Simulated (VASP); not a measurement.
The system is BaSc.

```
CELL_PARAMETERS angstrom
4.20356 0.00000 0.00000
0.00000 4.20356 0.00000
0.00000 0.00000 4.20356
ATOMIC_POSITIONS crystal
Ba 0.50000 0.50000 0.50000
Sc 0.00000 0.00000 0.00000
```

| Item | Value |
| --- | --- |
| Program | VASP 6.6.1 |
| Task | relaxation of cell and atoms |
| Functional | PBE |
| Potentials or basis | VASP PAW PBE potentials, release 64 (Ba_sv, Sc_sv) |
| Cutoff | 600 eV |
| k mesh | 10 × 10 × 10 |
| Occupations | gaussian, width 0.1 eV |
| Spin | no spin polarisation |

At the start: pressure 0.9 GPa; volume 37.14 Å³/atom.

Where does the relaxation end?

Over 3 steps the energy falls by 4.2 meV/atom and the volume is 38.76 Å³/atom (+4.4 %); space group Pm-3m (No. 221, to 0.05 Å).

Step by step:
```csv
step,energy change (eV),largest force (eV/Å),pressure (GPa),volume (Å³)
1,0.0000,0.0000,0.88,74.28
2,-0.0077,0.0000,0.25,76.48
3,-0.0084,0.0000,-0.01,77.52
```

Final structure:
```
Ba Sc
1.0
     4.26384    0.00000    0.00000
     0.00000    4.26384    0.00000
     0.00000    0.00000    4.26384
Ba Sc
1 1
Direct
  0.50000 0.50000 0.50000
  0.00000 0.00000 0.00000
```
